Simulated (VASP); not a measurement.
Here is a VASP 6.6.1 calculation.

Contents of INCAR:

```
  PREC = Accurate
  ENCUT = 520
  EDIFF = 1E-6
  ISMEAR = 0
  SIGMA = 0.02
  LREAL = F
  LASPH = T
  NELM = 60
  ALGO = Normal
  ISIF = 2
  LWAVE = F
  LCHARG = T
  GGA = PE
  LELF = T
  LVHAR = T
  NBANDS = 35
```

The input KPOINTS:

```
Automatic mesh
0
Gamma
  12 12 4
```

File POSCAR:

```
WS2
1.0
    3.1520156635      0.0000000000      0.0000000000
   -1.5760078318      2.7297256377      0.0000000000
    0.0000000000      0.0000000000     13.1400000000
W S
2 4
Direct
    0.3333333333      0.6666666667      0.2500000000
    0.6666666667      0.3333333333      0.7500000000
    0.3333333333      0.6666666667      0.6102020410
    0.6666666667      0.3333333333      0.1102020410
    0.3333333333      0.6666666667      0.8897979590
    0.6666666667      0.3333333333      0.3897979590
```

Potentials or basis: VASP PAW PBE potentials, release 64 (W_sv, S).

The run is started by

```bash
$ cat potpaw_PBE.64/W_sv/POTCAR potpaw_PBE.64/S/POTCAR > POTCAR
$ mpirun -np 1 vasp_std > vasp.out
```

Question: Predict the pressure.

Answer: -16.4 GPa.

Question: Predict the band gap on the k mesh.

Answer: 0.59 eV (least direct gap 1.26 eV).

Question: What does it give for the largest force?

Answer: 3.634 eV/Å.

Forces in eV/Å, atoms in the order of the input:
```
W    0.000  0.000  0.000
W    0.000  0.000  0.000
S    0.000  0.000  3.634
S    0.000  0.000  3.634
S    0.000  0.000 -3.634
S    0.000  0.000 -3.634
```

Caveat: the cell differs from its parent crystal (strained and its atoms moved); the cell stands under tension; spin-orbit coupling is left out, which moves the levels of the heavy elements; this functional lacks dispersion, which binds the layers, so the pressure and a relaxed spacing across them are unreliable; forces of over 1 eV/Å act on the atoms, so gaps and moduli don't describe the material at rest. A k mesh can miss the band edges.
